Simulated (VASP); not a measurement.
# Sc8H in VASP: single point with PBE

Aim: the single point of Sc8H with PBE.

All numbers are computed with VASP 6.6.1; they aren't measurements. Logs are shortened: lines on timing, memory, paths and dates and some standing lists are left out, and cuts for length are marked.

## Step 1: The cell of the first run

The cell holds a slab with vacuum, 9 atoms: a = 6.639 Å, b = 5.163 Å, c = 19.113 Å, α = 90.00°, β = 90.00°, γ = 90.00°.

## Step 2: Single point, PBE

INCAR reads:

```
PREC = Accurate
ENCUT = 520
EDIFF = 1E-6
ISMEAR = 0
SIGMA = 0.1
LREAL = False
LASPH = True
NELM = 60
ALGO = Normal
ISIF = 2
LWAVE = False
LCHARG = True
LDIPOL = True
IDIPOL = 3
DIPOL = 0.5 0.5 0.319
GGA = PE
LELF = True
LVHAR = True
LVACPOTAV = True
NBANDS = 54
```

KPOINTS reads:

```
regular mesh
0
Gamma
  4 5 1
```

POSCAR reads:

```
Sc8H
1.0
    6.6389479791      0.0000000000      0.0000000000
    0.0000000000      5.1626219083      0.0000000000
    0.0000000000      0.0000000000     19.1132872497
Sc H
8 1
Direct
    0.0000000000      0.7500000000      0.2092784955
    0.5000000000      0.7500000000      0.2092784955
    0.2500000000      0.2500000000      0.2594137541
    0.7500000000      0.2500000000      0.2594137541
    0.2500000000      0.7500000000      0.3452852846
    0.7500000000      0.7500000000      0.3452852846
    0.0000000000      0.2500000000      0.3983243254
    0.5000000000      0.2500000000      0.3983243254
    0.2500000000      0.7500000000      0.4501972366
```

Potentials or basis: VASP PAW PBE potentials, release 64 (Sc_sv, H).

The run is started by

```console
cat potpaw_PBE.64/Sc_sv/POTCAR potpaw_PBE.64/H/POTCAR > POTCAR
mpirun -np 1 vasp_std > vasp.out
```

OUTCAR:

```text
PREC = Accurate
   ENCUT = 520
   EDIFF = 1E-6
   ISMEAR = 0
   LREAL = False
   LASPH = True
   NELM = 60
   ISIF = 2
   GGA = PE

 ion  position               nearest neighbor table
   1  0.000  0.750  0.209-   5 3.08   6 3.08   3 3.21   4 3.21   3 3.21   4 3.21   2 3.32   2 3.32

   2  0.500  0.750  0.209-   5 3.08   6 3.08   3 3.21   4 3.21   3 3.21   4 3.21   1 3.32   1 3.32

   3  0.250  0.250  0.259-   5 3.06   5 3.06   8 3.13   7 3.13   1 3.21   1 3.21   2 3.21   2 3.21
                             4 3.32   4 3.32
   4  0.750  0.250  0.259-   6 3.06   6 3.06   8 3.13   7 3.13   1 3.21   1 3.21   2 3.21   2 3.21
                             3 3.32   3 3.32
   5  0.250  0.750  0.345-   9 2.01   3 3.06   3 3.06   2 3.08   1 3.08   7 3.23   8 3.23   7 3.23
                             8 3.23   6 3.32   6 3.32
   6  0.750  0.750  0.345-   4 3.06   4 3.06   1 3.08   2 3.08   8 3.23   7 3.23   7 3.23   8 3.23
                             5 3.32   5 3.32
   7  0.000  0.250  0.398-   3 3.13   4 3.13   5 3.23   6 3.23   5 3.23   6 3.23   8 3.32   8 3.32

   8  0.500  0.250  0.398-   3 3.13   4 3.13   5 3.23   6 3.23   5 3.23   6 3.23   7 3.32   7 3.32

   9  0.250  0.750  0.450-   5 2.01

  LATTYP: Found a simple orthorhombic cell.
 ALAT       =     5.1626219083
 B/A-ratio  =     1.2859643989
 C/A-ratio  =     3.7022442451

  Lattice vectors:

 A1 = (   0.0000000000,  -5.1626219083,   0.0000000000)
 A2 = (   6.6389479791,   0.0000000000,   0.0000000000)
 A3 = (   0.0000000000,   0.0000000000,  19.1132872497)

Analysis of symmetry for initial positions (statically):
=====================================================================
 Subroutine PRICEL returns:
 Original cell was already a primitive cell.

 Routine SETGRP: Setting up the symmetry group for a
 simple orthorhombic supercell.

 Subroutine GETGRP returns: Found  4 space group operations
 (whereof  1 operations were pure point group operations)
 out of a pool of  8 trial point group operations.

The static configuration has the point symmetry C_1 .
 The point group associated with its full space group is C_2v.

Analysis of symmetry for dynamics (positions and initial velocities):
=====================================================================
 Subroutine PRICEL returns:
 Original cell was already a primitive cell.

 Routine SETGRP: Setting up the symmetry group for a
 simple orthorhombic supercell.

 Subroutine GETGRP returns: Found  4 space group operations
 (whereof  1 operations were pure point group operations)
 out of a pool of  8 trial point group operations.

The dynamic configuration has the point symmetry C_1 .
 The point group associated with its full space group is C_2v.

 Subroutine INISYM returns: Found  4 space group operations
 (whereof  1 operations are pure point group operations),
 and found     1 'primitive' translations

----------------------------------------------------------------------------------------

                                     Primitive cell

  volume of cell :     655.0960

  direct lattice vectors                    reciprocal lattice vectors
     6.638947979  0.000000000  0.000000000     0.150626274  0.000000000  0.000000000
     0.000000000  5.162621908  0.000000000     0.000000000  0.193700026  0.000000000
     0.000000000  0.000000000 19.113287250     0.000000000  0.000000000  0.052319624

  length of vectors
     6.638947979  5.162621908 19.113287250     0.150626274  0.193700026  0.052319624

  position of ions in fractional coordinates (direct lattice)
     0.000000000  0.750000000  0.209278496
     0.500000000  0.750000000  0.209278496
     0.250000000  0.250000000  0.259413754
     0.750000000  0.250000000  0.259413754
     0.250000000  0.750000000  0.345285285
     0.750000000  0.750000000  0.345285285
     0.000000000  0.250000000  0.398324325
     0.500000000  0.250000000  0.398324325
     0.250000000  0.750000000  0.450197237

  ion indices of the primitive-cell ions
   primitive index   ion index
                 1           1
                 2           2
                 3           3
                 4           4
                 5           5
                 6           6
                 7           7
                 8           8
                 9           9

----------------------------------------------------------------------------------------

 KPOINTS: regular mesh

Automatic generation of k-mesh.
 Grid dimensions read from file:
 generate k-points for:    4    5    1

 Generating k-lattice:

  Cartesian coordinates                     Fractional coordinates (reciprocal lattice)
     0.037656569  0.000000000  0.000000000     0.250000000  0.000000000  0.000000000
     0.000000000  0.038740005  0.000000000     0.000000000  0.200000000  0.000000000
     0.000000000  0.000000000  0.052319624     0.000000000  0.000000000  1.000000000

  Length of vectors
     0.037656569  0.038740005  0.052319624

  Shift w.r.t. Gamma in fractional coordinates (k-lattice)
     0.000000000  0.000000000  0.000000000

 Subroutine IBZKPT returns following result:
 ===========================================

 Found      9 irreducible k-points:

 Following reciprocal coordinates:
            Coordinates               Weight
  0.000000  0.000000  0.000000      1.000000
  0.250000  0.000000  0.000000      2.000000
  0.500000  0.000000  0.000000      1.000000
  0.000000  0.200000  0.000000      2.000000
  0.250000  0.200000  0.000000      4.000000
  0.500000  0.200000  0.000000      2.000000
  0.000000  0.400000  0.000000      2.000000
  0.250000  0.400000  0.000000      4.000000
  0.500000  0.400000  0.000000      2.000000
   k-points           NKPTS =      9   k-points in BZ     NKDIM =      9   number of bands    NBANDS=     54
   number of dos      NEDOS =    301   number of ions     NIONS =      9
   total plane-waves  NPLWV = 288000
   dimension x,y,z NGX =    50 NGY =   40 NGZ =  144
   dimension x,y,z NGXF=   100 NGYF=   80 NGZF=  288
   ions per type =               8   1
   NGX,Y,Z   is equivalent  to a cutoff of  12.52, 12.88, 12.53 a.u.
   NGXF,Y,Z  is equivalent  to a cutoff of  25.04, 25.76, 25.05 a.u.
 SYSTEM =  unknown system
   PREC   = accura    normal or accurate (medium, high low for compatibility)
   ISTART =      0    job   : 0-new  1-cont  2-samecut
   ICHARG =      2    charge: 1-file 2-atom 10-const
   ISPIN  =      1    spin polarized calculation?
   LNONCOLLINEAR =      F non collinear calculations
   LSORBIT =      F    spin-orbit coupling
   LASPH  =      T    aspherical Exc in radial PAW
   ENCUT  =  520.0 eV  38.22 Ry    6.18 a.u.  12.34  9.60 35.54*2*pi/ulx,y,z
   NELM   =     60;   NELMIN=  2; NELMDL= -5     # of ELM steps
   EDIFF  = 0.1E-05   stopping-criterion for ELM
   LREAL  =      F    real-space projection
   EDIFFG = 0.1E-04   stopping-criterion for IOM
   NSW    =      0    number of steps for IOM
   IBRION =     -1    ionic relax: 0-MD 1-quasi-New 2-CG
   NFREE  =      0    steps in history (QN), initial steepest desc. (CG)
   ISIF   =      2    stress and relaxation
   ISYM   =      2    0-nonsym 1-usesym 2-fastsym
   POTIM  = 0.5000    time-step for ionic-motion
   TEBEG  =    0.0;   TEEND  =   0.0 temperature during run
   PSTRESS=    0.0 pullay stress
   NELECT =      89.0000    total number of electrons
   NUPDOWN=      -1.0000    fix difference up-down
   EMIN   =  10.00;   EMAX   =-10.00  energy-range for DOS
   EFERMI =   0.00;   METHOD = LEGACY
   ISMEAR =     0;   SIGMA  =   0.10  broadening in eV -4-tet -1-fermi 0-gaus
   EFERMI_NEDOS =   21; number of points for ismear=-14 and -15
   IALGO  =     38    algorithm
   IMIX   =      4    mixing-type and parameters
     AMIX     =   0.40;   BMIX     =  1.00
     AMIX_MAG =   1.60;   BMIX_MAG =  1.00
  volume/ion in A,a.u.               =      72.79       491.20
  Fermi-wavevector in a.u.,A,eV,Ry     =   0.841595  1.590384  9.636765  0.708282
  Thomas-Fermi vector in A             =   1.956165
   LORBIT       =      0    0 simple, 1 ext, 2 COOP (PROOUT), +10 PAW based schemes
   GGA     = PE    functional components
   LHFCALC =     F    Hartree Fock is set to
   AEXX    =    0.0000 exact exchange contribution
   IVDW    =     0    specifies the selected vdW correction
   LEPSILON=     F    determine dielectric tensor
   LRPA    =     F    only Hartree local field effects (RPA)
 non-spin polarized calculation
 Gauss-broadening in eV      SIGMA  =   0.10
  energy-cutoff  :      520.00
  volume of cell :      655.10
 maximum number of plane-waves:     17709
 NGX is ok and might be reduce to    50
   NGX = 25   NGY = 19   NGZ = 71

 dipolmoment           0.000000      0.000000      0.004624 electrons x Angstroem

 number of electron      88.9999996 magnetization

 dipolmoment           0.000000      0.000000     -0.018831 electrons x Angstroem

 Free energy of the ion-electron system (eV)
  ---------------------------------------------------
  ext. energy  EPLUGINS =         0.00000000
  ---------------------------------------------------
  free energy    TOTEN  =       -48.55659321 eV

  energy without entropy =      -48.50658712  energy(sigma->0) =      -48.53159017

 E-fermi :  -1.0843     XC(G=0):  -3.9607

 val. band max:       -1.0960766878   @ k =   0.0000   0.4000   0.0000
 cond. band min:      -1.0721501865   @ k =   0.0000   0.0000   0.0000
 fundamental gap:      0.0239265014
 Fermi energy:        -1.0842591491

 k-point     1 :       0.0000    0.0000    0.0000
  band No.  band energies     occupation
      1     -51.0814      2.00000
      2     -51.0646      2.00000
      3     -50.9110      2.00000
      4     -50.8930      2.00000
      5     -50.5178      2.00000
      6     -50.4632      2.00000
[... 46 lines left out ...]
     53       0.0705      0.00000
     54       0.1654      0.00000
[... 454 lines left out ...]
     53      -0.3034      0.00000
     54      -0.2249      0.00000

------------------------ aborting loop because EDIFF is reached ----------------------------------------

  FORCE on cell =-STRESS in cart. coord.  units (eV):
  Direction    XX          YY          ZZ          XY          YZ          ZX
  --------------------------------------------------------------------------------------
  -------------------------------------------------------------------------------------
  Total       -0.5204592     -4.2857296      0.8059920      0.0000000      0.0000000      0.0000000
  in kB       -1.2728942    -10.4816675      1.9712256      0.0000000      0.0000000      0.0000000
  external PRESSURE =      -3.2611120 kB  Pullay stress =       0.0000000 kB

 VOLUME and BASIS-vectors are now :
 -----------------------------------------------------------------------------
  energy-cutoff  :      520.00
  volume of cell :      655.10
      direct lattice vectors                 reciprocal lattice vectors
     6.638947979  0.000000000  0.000000000     0.150626274  0.000000000  0.000000000
     0.000000000  5.162621908  0.000000000     0.000000000  0.193700026  0.000000000
     0.000000000  0.000000000 19.113287250     0.000000000  0.000000000  0.052319624

 POSITION                                       TOTAL-FORCE (eV/Angst)
 -----------------------------------------------------------------------------------
      0.00000      3.87197      4.00000        -0.081179     -0.000000     -0.271651
      3.31947      3.87197      4.00000         0.081179      0.000000     -0.271651
      1.65974      1.29066      4.95825        -0.000000      0.000000      0.216108
      4.97921      1.29066      4.95825        -0.000000      0.000000      0.278302
      1.65974      3.87197      6.59954        -0.000000      0.000000     -0.006172
      4.97921      3.87197      6.59954        -0.000000      0.000000     -0.227503
      0.00000      1.29066      7.61329         0.198054     -0.000000      0.134803
      3.31947      1.29066      7.61329        -0.198054      0.000000      0.134803
      1.65974      3.87197      8.60475        -0.000000      0.000000      0.012961
 -----------------------------------------------------------------------------------
    total drift:                               -0.000000     -0.000000      0.000889

  FREE ENERGIE OF THE ION-ELECTRON SYSTEM (eV)
  ---------------------------------------------------
  free  energy   TOTEN  =       -48.5565932148 eV

  energy  without entropy=      -48.5065871223  energy(sigma->0) =      -48.53159017

 vacuum level on the upper side and lower side of the slab         2.234         2.333
```

Run time: 8.7 min. Hardware: 1 thread of Intel Xeon 6975P-C (Granite Rapids), shared host; peak memory 0.69 GiB.

Results:

- Free energy: -48.5566 eV
- Largest force: 0.284 eV/Å
- Band gap on the k mesh: zero (an odd number of electrons rules out a gap without spin polarisation)

Forces on the atoms (eV/Å):
```
Sc  -0.081  0.000 -0.272
Sc   0.081  0.000 -0.272
Sc   0.000  0.000  0.216
Sc   0.000  0.000  0.278
Sc   0.000  0.000 -0.006
Sc   0.000  0.000 -0.228
Sc   0.198  0.000  0.135
Sc  -0.198  0.000  0.135
H    0.000  0.000  0.013
```

The gap in the log of VASP goes by the Fermi energy; the results here count the filled bands.